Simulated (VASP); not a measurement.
# Al (Fm-3m) in VASP: notebook

The runs below take Al through single point, relaxation of cell and atoms, with LDA.

All numbers are computed with VASP 6.6.1; they aren't measurements. Logs are shortened: lines on timing, memory, paths and dates and some standing lists are left out, and cuts for length are marked.

## (1) The cell of the first run

Symmetry: Fm-3m, No. 225, cubic system. The conventional cell has a = 3.981 Å, b = 3.981 Å, c = 3.981 Å, α = 90.00°, β = 90.00°, γ = 90.00°. Within 3.7 Å of Al (site symmetry m-3m) lie 12 Al at 2.81 Å.

## (2) Single point, LDA

Input file INCAR:

```
PREC = Accurate ; ENCUT = 520
EDIFF = 1E-6 ; ISMEAR = 0
SIGMA = 0.1 ; LREAL = False
LASPH = True ; NELM = 80
ALGO = Normal ; ISIF = 2
LWAVE = False ; LCHARG = False
GGA = CA ; NBANDS = 8
```

Input file KPOINTS:

```
Automatic mesh
0
Gamma
  11 11 11
```

Input file POSCAR:

```
Al
1.0
    0.0000000000      1.9904985782      1.9904985782
    1.9904985782      0.0000000000      1.9904985782
    1.9904985782      1.9904985782      0.0000000000
Al
1
Direct
    0.0000000000      0.0000000000      0.0000000000
```

Potentials or basis: VASP PAW LDA potentials, release 64 (Al).

On the command line:

```bash
cat potpaw_LDA.64/Al/POTCAR > POTCAR
mpirun -np 1 vasp_std > vasp.out
```

OUTCAR:

```text
PREC = Accurate
   ENCUT = 520
   EDIFF = 1E-6
   ISMEAR = 0
   LREAL = False
   LASPH = True
   NELM = 80
   ISIF = 2
   GGA = CA

 ion  position               nearest neighbor table
   1  0.000  0.000  0.000-

  LATTYP: Found a face centered cubic cell.
 ALAT       =     3.9809971564

  Lattice vectors:

 A1 = (   0.0000000000,   1.9904985782,   1.9904985782)
 A2 = (   1.9904985782,   0.0000000000,   1.9904985782)
 A3 = (   1.9904985782,   1.9904985782,   0.0000000000)

Analysis of symmetry for initial positions (statically):
=====================================================================
 Subroutine PRICEL returns:
 Original cell was already a primitive cell.

 Routine SETGRP: Setting up the symmetry group for a
 face centered cubic supercell.

 Subroutine GETGRP returns: Found 48 space group operations
 (whereof 48 operations were pure point group operations)
 out of a pool of 48 trial point group operations.

The static configuration has the point symmetry O_h .

Analysis of symmetry for dynamics (positions and initial velocities):
=====================================================================
 Subroutine PRICEL returns:
 Original cell was already a primitive cell.

 Routine SETGRP: Setting up the symmetry group for a
 face centered cubic supercell.

 Subroutine GETGRP returns: Found 48 space group operations
 (whereof 48 operations were pure point group operations)
 out of a pool of 48 trial point group operations.

The dynamic configuration has the point symmetry O_h .

 Subroutine INISYM returns: Found 48 space group operations
 (whereof 48 operations are pure point group operations),
 and found     1 'primitive' translations

----------------------------------------------------------------------------------------

                                     Primitive cell

  volume of cell :      15.7730

  direct lattice vectors                    reciprocal lattice vectors
     0.000000000  1.990498578  1.990498578    -0.251193347  0.251193347  0.251193347
     1.990498578  0.000000000  1.990498578     0.251193347 -0.251193347  0.251193347
     1.990498578  1.990498578  0.000000000     0.251193347  0.251193347 -0.251193347

  length of vectors
     2.814990085  2.814990085  2.814990085     0.435079639  0.435079639  0.435079639

  position of ions in fractional coordinates (direct lattice)
     0.000000000  0.000000000  0.000000000

  ion indices of the primitive-cell ions
   primitive index   ion index
                 1           1

----------------------------------------------------------------------------------------

 KPOINTS: Automatic mesh

Automatic generation of k-mesh.
 Grid dimensions read from file:
 generate k-points for:   11   11   11

 Generating k-lattice:

  Cartesian coordinates                     Fractional coordinates (reciprocal lattice)
    -0.022835759  0.022835759  0.022835759     0.090909091  0.000000000  0.000000000
     0.022835759 -0.022835759  0.022835759     0.000000000  0.090909091  0.000000000
     0.022835759  0.022835759 -0.022835759     0.000000000  0.000000000  0.090909091

  Length of vectors
     0.039552694  0.039552694  0.039552694

  Shift w.r.t. Gamma in fractional coordinates (k-lattice)
     0.000000000  0.000000000  0.000000000

 Subroutine IBZKPT returns following result:
 ===========================================

 Found     56 irreducible k-points:

 Following reciprocal coordinates:
            Coordinates               Weight
  0.000000  0.000000  0.000000      1.000000
  0.090909  0.000000  0.000000      8.000000
  0.181818  0.000000  0.000000      8.000000
  0.272727  0.000000  0.000000      8.000000
  0.363636  0.000000  0.000000      8.000000
  0.454545  0.000000  0.000000      8.000000
[... 16 lines left out ...]
 -0.272727  0.181818  0.000000     24.000000
 -0.181818  0.181818  0.000000     12.000000
 [... further k-points ...]
   k-points           NKPTS =     56   k-points in BZ     NKDIM =     56   number of bands    NBANDS=      8
   number of dos      NEDOS =    301   number of ions     NIONS =      1
   total plane-waves  NPLWV =  13824
   dimension x,y,z NGX =    24 NGY =   24 NGZ =   24
   dimension x,y,z NGXF=    48 NGYF=   48 NGZF=   48
   ions per type =               1
   NGX,Y,Z   is equivalent  to a cutoff of  14.17, 14.17, 14.17 a.u.
   NGXF,Y,Z  is equivalent  to a cutoff of  28.35, 28.35, 28.35 a.u.
 SYSTEM =  unknown system
   PREC   = accura    normal or accurate (medium, high low for compatibility)
   ISTART =      0    job   : 0-new  1-cont  2-samecut
   ICHARG =      2    charge: 1-file 2-atom 10-const
   ISPIN  =      1    spin polarized calculation?
   LNONCOLLINEAR =      F non collinear calculations
   LSORBIT =      F    spin-orbit coupling
   LASPH  =      T    aspherical Exc in radial PAW
   ENCUT  =  520.0 eV  38.22 Ry    6.18 a.u.   5.23  5.23  5.23*2*pi/ulx,y,z
   NELM   =     80;   NELMIN=  2; NELMDL= -5     # of ELM steps
   EDIFF  = 0.1E-05   stopping-criterion for ELM
   LREAL  =      F    real-space projection
   EDIFFG = 0.1E-04   stopping-criterion for IOM
   NSW    =      0    number of steps for IOM
   IBRION =     -1    ionic relax: 0-MD 1-quasi-New 2-CG
   NFREE  =      0    steps in history (QN), initial steepest desc. (CG)
   ISIF   =      2    stress and relaxation
   ISYM   =      2    0-nonsym 1-usesym 2-fastsym
   POTIM  = 0.5000    time-step for ionic-motion
   TEBEG  =    0.0;   TEEND  =   0.0 temperature during run
   PSTRESS=    0.0 pullay stress
   NELECT =       3.0000    total number of electrons
   NUPDOWN=      -1.0000    fix difference up-down
   EMIN   =  10.00;   EMAX   =-10.00  energy-range for DOS
   EFERMI =   0.00;   METHOD = LEGACY
   ISMEAR =     0;   SIGMA  =   0.10  broadening in eV -4-tet -1-fermi 0-gaus
   EFERMI_NEDOS =   21; number of points for ismear=-14 and -15
   IALGO  =     38    algorithm
   IMIX   =      4    mixing-type and parameters
     AMIX     =   0.40;   BMIX     =  1.00
     AMIX_MAG =   1.60;   BMIX_MAG =  1.00
  volume/ion in A,a.u.               =      15.77       106.44
  Fermi-wavevector in a.u.,A,eV,Ry     =   0.941478  1.779135 12.059936  0.886380
  Thomas-Fermi vector in A             =   2.068993
   LORBIT       =      0    0 simple, 1 ext, 2 COOP (PROOUT), +10 PAW based schemes
   GGA     = CA    functional components
   LHFCALC =     F    Hartree Fock is set to
   AEXX    =    0.0000 exact exchange contribution
   IVDW    =     0    specifies the selected vdW correction
   LEPSILON=     F    determine dielectric tensor
   LRPA    =     F    only Hartree local field effects (RPA)
 non-spin polarized calculation
 Gauss-broadening in eV      SIGMA  =   0.10
  energy-cutoff  :      520.00
  volume of cell :       15.77
 maximum number of plane-waves:       440
 NGX is ok and might be reduce to    24
   NGX = 11   NGY = 11   NGZ = 11

 number of electron       3.0000000 magnetization

 Free energy of the ion-electron system (eV)
  ---------------------------------------------------
  ext. energy  EPLUGINS =         0.00000000
  ---------------------------------------------------
  free energy    TOTEN  =        -4.20050187 eV

  energy without entropy =       -4.19760931  energy(sigma->0) =       -4.19905559

 E-fermi :   8.2711     XC(G=0): -10.5114

 val. band max:        8.2510609689   @ k =  -0.4545   0.3636   0.0000
 cond. band min:       8.2979358542   @ k =   0.4545   0.1818   0.0909
 fundamental gap:      0.0468748854
 Fermi energy:         8.2710561837

 k-point     1 :       0.0000    0.0000    0.0000
  band No.  band energies     occupation
      1      -3.1473      2.00000
      2      21.0838      0.00000
      3      21.0838      0.00000
      4      21.0838      0.00000
      5      22.7553      0.00000
      6      22.7553      0.00000
      7      22.7553      0.00000
      8      25.2091      0.00000

 k-point     2 :       0.0909    0.0000    0.0000
  band No.  band energies     occupation
      1      -2.9165      2.00000
      2      18.1609      0.00000
      3      20.4736      0.00000
      4      20.4736      0.00000
      5      23.4252      0.00000
      6      23.7131      0.00000
      7      23.7131      0.00000
      8      26.8839      0.00000

 k-point     3 :       0.1818    0.0000    0.0000
  band No.  band energies     occupation
      1      -2.2265      2.00000
      2      14.4386      0.00000
      3      19.7477      0.00000
      4      19.7477      0.00000
      5      23.1997      0.00000
      6      24.5071      0.00000
      7      24.5071      0.00000
      8      26.0257      0.00000

 k-point     4 :       0.2727    0.0000    0.0000
  band No.  band energies     occupation
      1      -1.0843      2.00000
      2      10.9322      0.00000
      3      19.3391      0.00000
      4      19.3391      0.00000
      5      22.9127      0.00000
      6      22.9127      0.00000
      7      22.9876      0.00000
      8      27.1345      0.00000

 k-point     5 :       0.3636    0.0000    0.0000
  band No.  band energies     occupation
      1       0.4988      2.00000
      2       7.7519      2.00000
      3      19.2973      0.00000
      4      19.2973      0.00000
      5      21.4562      0.00000
      6      21.4562      0.00000
      7      23.0636      0.00000
      8      25.6066      0.00000
[... 177 lines left out ...]
 k-point    22 :      -0.3636    0.1818    0.0000
  band No.  band energies     occupation
      1       2.5789      2.00000
      2       6.5806      2.00000
      3      13.0697      0.00000
      4      17.5375      0.00000
      5      19.5071      0.00000
      6      24.0390      0.00000
      7      26.8058      0.00000
      8      29.7075      0.00000

 k-point    23 :      -0.2727    0.1818    0.0000
  band No.  band energies     occupation
      1       0.7231      2.00000
      2       9.4313      0.00000
      3      12.9367      0.00000
      4      18.7783      0.00000
      5      20.8371      0.00000
      6      23.7973      0.00000
      7      26.3453      0.00000
      8      26.8100      0.00000

 k-point    24 :      -0.1818    0.1818    0.0000
  band No.  band energies     occupation
      1      -0.7057      2.00000
      2      12.1535      0.00000
      3      13.6996      0.00000
      4      20.3948      0.00000
      5      22.4926      0.00000
      6      23.4643      0.00000
      7      24.7022      0.00000
      8      25.7009      0.00000

 [... further k-points ...]
[... 5 lines left out ...]
  --------------------------------------------------------------------------------------
  -------------------------------------------------------------------------------------
  Total        0.0372767      0.0372767      0.0372767      0.0000000     -0.0000000      0.0000000
  in kB        3.7864555      3.7864555      3.7864555      0.0000000     -0.0000000      0.0000000
  external PRESSURE =       3.7864555 kB  Pullay stress =       0.0000000 kB

 VOLUME and BASIS-vectors are now :
 -----------------------------------------------------------------------------
  energy-cutoff  :      520.00
  volume of cell :       15.77
      direct lattice vectors                 reciprocal lattice vectors
     0.000000000  1.990498578  1.990498578    -0.251193347  0.251193347  0.251193347
     1.990498578  0.000000000  1.990498578     0.251193347 -0.251193347  0.251193347
     1.990498578  1.990498578  0.000000000     0.251193347  0.251193347 -0.251193347

 POSITION                                       TOTAL-FORCE (eV/Angst)
 -----------------------------------------------------------------------------------
      0.00000      0.00000      0.00000         0.000000      0.000000      0.000000
 -----------------------------------------------------------------------------------
    total drift:                                0.000000     -0.000000     -0.000000

  FREE ENERGIE OF THE ION-ELECTRON SYSTEM (eV)
  ---------------------------------------------------
  free  energy   TOTEN  =        -4.2005018655 eV

  energy  without entropy=       -4.1976093116  energy(sigma->0) =       -4.19905559
```

Run time: 14 s. Hardware: 1 thread of AMD EPYC, shared host; peak memory 0.09 GiB.

Results:

```
Free energy : -4.2005 eV
Pressure    : 0.4 GPa
```

## (3) Relaxation of cell and atoms, LDA

This run uses another cell than the first one, of 16.60 Å³/atom, 1.053 times its volume.

Input file INCAR:

```
SYSTEM = Al
ALGO = Normal ; EDIFF = 1E-6
EDIFFG = -0.03 ; ENCUT = 600
IBRION = 2 ; ISIF = 3
ISMEAR = 0 ; LASPH = .TRUE.
LCHARG = .FALSE. ; LREAL = .FALSE.
LWAVE = .FALSE. ; NELM = 60
NSW = 80 ; PREC = Accurate
SIGMA = 0.1
```

Input file KPOINTS:

```
k-points
0
G
  11 11 11
  0 0 0
```

Input file POSCAR:

```
Al
1.0
    0.0000000000      2.0248050000      2.0248050000
    2.0248050000      0.0000000000      2.0248050000
    2.0248050000      2.0248050000      0.0000000000
Al
1
Direct
    0.0000000000      0.0000000000      0.0000000000
```

Potentials or basis: VASP PAW LDA potentials, release 64 (Al).

On the command line:

```bash
cat potpaw_LDA.64/Al/POTCAR > POTCAR
mpirun -np 1 vasp_std > vasp.out
```

OUTCAR:

```text
SYSTEM = Al
   EDIFF = 1E-6
   EDIFFG = -0.03
   ENCUT = 600
   IBRION = 2
   ISIF = 3
   ISMEAR = 0
   LASPH = .TRUE.
   LREAL = .FALSE.
   NELM = 60
   NSW = 80
   PREC = Accurate

 ion  position               nearest neighbor table
   1  0.000  0.000  0.000-

  LATTYP: Found a face centered cubic cell.
 ALAT       =     4.0496100000

  Lattice vectors:

 A1 = (   0.0000000000,   2.0248050000,   2.0248050000)
 A2 = (   2.0248050000,   0.0000000000,   2.0248050000)
 A3 = (   2.0248050000,   2.0248050000,   0.0000000000)

Analysis of symmetry for initial positions (statically):
[... 242 lines left out ...]
 number of electron       3.0000000 magnetization

 Free energy of the ion-electron system (eV)
  ---------------------------------------------------
  ext. energy  EPLUGINS =         0.00000000
  ---------------------------------------------------
  free energy    TOTEN  =        -4.20065424 eV

  energy without entropy =       -4.19774638  energy(sigma->0) =       -4.19920031

 E-fermi :   8.2255     XC(G=0): -10.4951

 val. band max:        8.2076750571   @ k =  -0.4545   0.3636   0.0000
 cond. band min:       8.2512635359   @ k =   0.4545   0.1818   0.0909
 fundamental gap:      0.0435884788
 Fermi energy:         8.2254708220

 k-point     1 :       0.0000    0.0000    0.0000
  band No.  band energies     occupation
      1      -3.1634      2.00000
      2      21.0131      0.00000
      3      21.0131      0.00000
      4      21.0131      0.00000
      5      22.6497      0.00000
[... 177 lines left out ...]
 k-point    24 :      -0.1818    0.1818    0.0000
  band No.  band energies     occupation
      1      -0.7287      2.00000
      2      12.1005      0.00000
      3      13.6325      0.00000
      4      20.3110      0.00000
      5      22.4056      0.00000

 [... further k-points ...]
[... 5 lines left out ...]
  --------------------------------------------------------------------------------------
  -------------------------------------------------------------------------------------
  Total        0.0005888      0.0005888      0.0005888     -0.0000000     -0.0000000     -0.0000000
  in kB        0.0595522      0.0595522      0.0595522     -0.0000000     -0.0000000     -0.0000000
  external PRESSURE =       0.0595522 kB  Pullay stress =       0.0000000 kB
[... 16 lines left out ...]
  FREE ENERGIE OF THE ION-ELECTRON SYSTEM (eV)
  ---------------------------------------------------
  free  energy   TOTEN  =        -4.2006542366 eV

  energy  without entropy=       -4.1977463796  energy(sigma->0) =       -4.19920031

 reached required accuracy - stopping structural energy minimisation
```

OSZICAR:

```text
N       E                     dE             d eps       ncg     rms          rms(c)
DAV:   1    -0.164183608749E+01   -0.16418E+01   -0.10267E+03   570   0.399E+02
DAV:   2    -0.419939223306E+01   -0.25576E+01   -0.23745E+01   730   0.329E+01
DAV:   3    -0.422037783593E+01   -0.20986E-01   -0.20984E-01   760   0.365E+00
DAV:   4    -0.422041034053E+01   -0.32505E-04   -0.32504E-04   760   0.157E-01
[... 13 lines left out ...]
       N       E                     dE             d eps       ncg     rms          rms(c)
DAV:   1    -0.420068224347E+01   -0.28542E-03   -0.29416E-03   710   0.344E-01    0.437E-02
DAV:   2    -0.420066553775E+01    0.16706E-04   -0.17968E-05   600   0.371E-02    0.171E-02
DAV:   3    -0.420065474791E+01    0.10790E-04   -0.44088E-06   705   0.126E-02    0.502E-03
DAV:   4    -0.420065423661E+01    0.51130E-06   -0.25828E-07   345   0.313E-03
   3 F= -.42006542E+01 E0= -.41992003E+01  d E =-.893598E-02
```

CONTCAR:

```text
Al
   1.00000000000000
     0.0000000000000000    1.9933890962389063    1.9933890962389063
     1.9933890962389063   -0.0000000000000000    1.9933890962389063
     1.9933890962389063    1.9933890962389063   -0.0000000000000000
  Al
     1
Direct
     0.0000000000000000    0.0000000000000000    0.0000000000000000

  0.00000000E+00  0.00000000E+00  0.00000000E+00
```

Run time: 17 s. Hardware: 1 thread of AMD EPYC, shared host; peak memory 0.09 GiB.

What came out:

* Free energy: -4.2007 eV
* Relaxed volume: 15.84 Å³/atom
* Relaxed cell: a = 2.819 Å, b = 2.819 Å, c = 2.819 Å, α = 60.00°, β = 60.00°, γ = 60.00°
* Space group after relaxing (to 0.05 Å): Fm-3m (No. 225)
* Energy gained by relaxing: 8.9 meV/atom
* Ionic steps: 3
* Pressure after relaxing: 0.0 GPa

Step by step:
```
step  energy change (eV)  largest force (eV/Å)  pressure (GPa)  volume (Å³)
   1              0.0000                0.0000           -3.61        16.60
   2             -0.0087                0.0000            0.68        15.72
   3             -0.0089                0.0000            0.01        15.84
```

Final structure:
```cif
data_structure
_symmetry_space_group_name_H-M 'P 1'
_symmetry_Int_Tables_number 1
_cell_length_a 2.8191
_cell_length_b 2.8191
_cell_length_c 2.8191
_cell_angle_alpha 60.000
_cell_angle_beta 60.000
_cell_angle_gamma 60.000
_cell_volume 15.84
loop_
_atom_site_label
_atom_site_type_symbol
_atom_site_fract_x
_atom_site_fract_y
_atom_site_fract_z
_atom_site_occupancy
Al1 Al 0.00000 0.00000 0.00000 1
```
